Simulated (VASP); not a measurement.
Set up this calculation in VASP 6.6.1, as the native input.

```yaml
Task: relaxation of cell and atoms
Functional: PBEsol
Dispersion: D3(BJ)
Potentials_or_basis: VASP PAW PBE potentials, release 64 (Ta_pv, C)
Cutoff: 600 eV
k_mesh: 10 × 10 × 6
Occupations: methfessel-paxton, width 0.15 eV
Spin: no spin polarisation
Dipole_correction: no
Further_INCAR_settings: ALGO = Normal; EDIFF = 1e-06; IBRION = 2; EDIFFG = -0.005; NSW = 80; ISIF = 3
```

The structure of Ta2C lies in POSCAR:

```
Ta2C
1.0
    3.1059000000      0.0000000000      0.0000000000
   -1.5529500000      2.6897883016      0.0000000000
    0.0000000000      0.0000000000      4.9464000000
Ta C
2 1
Direct
    0.3333333333      0.6666666667      0.2520100000
    0.6666666667      0.3333333333      0.7479900000
    0.0000000000      0.0000000000      0.0000000000
```

The input as run:

INCAR

```
PREC = Accurate
ENCUT = 600
EDIFF = 1E-6
ISMEAR = 1
SIGMA = 0.15
LREAL = False
LASPH = True
NELM = 100
ALGO = Normal
ISIF = 3
LWAVE = False
LCHARG = False
GGA = PS
IVDW = 12
IBRION = 2
NSW = 80
EDIFFG = -0.005
```

KPOINTS

```
Automatic mesh
0
Gamma
  10 10 6
```

Potentials or basis: VASP PAW PBE potentials, release 64 (Ta_pv, C).

Command:

```bash
$ cat potpaw_PBE.64/Ta_pv/POTCAR potpaw_PBE.64/C/POTCAR > POTCAR
$ mpirun -np 1 vasp_std > vasp.out
```

Results of the run:

* Relaxed volume: 13.32 Å³/atom
* Relaxed cell: a = 3.074 Å, b = 3.074 Å, c = 4.882 Å, α = 90.00°, β = 90.00°, γ = 120.00°
* Space group after relaxing (to 0.05 Å): P-3m1 (No. 164)
* Energy gained by relaxing: 13.3 meV/atom
* Ionic steps: 10
* Pressure after relaxing: 0.0 GPa
* Band gap on the k mesh: zero (band 13 reaches 7.20 eV, above the bottom of band 14 at 6.37 eV)
* Dispersion energy per atom: -0.550 eV

Caveat: the PAW data sets were made with another functional, which shifts forces and pressure a little; spin-orbit coupling is left out, which moves the levels of the heavy elements; pairwise dispersion overbinds metals, which lowers pressure and volume.

Run time: 3.2 min on 1 thread of Intel(R) Xeon(R) Platinum 8488C (Sapphire Rapids) (shared host), peak memory 0.23 GiB.
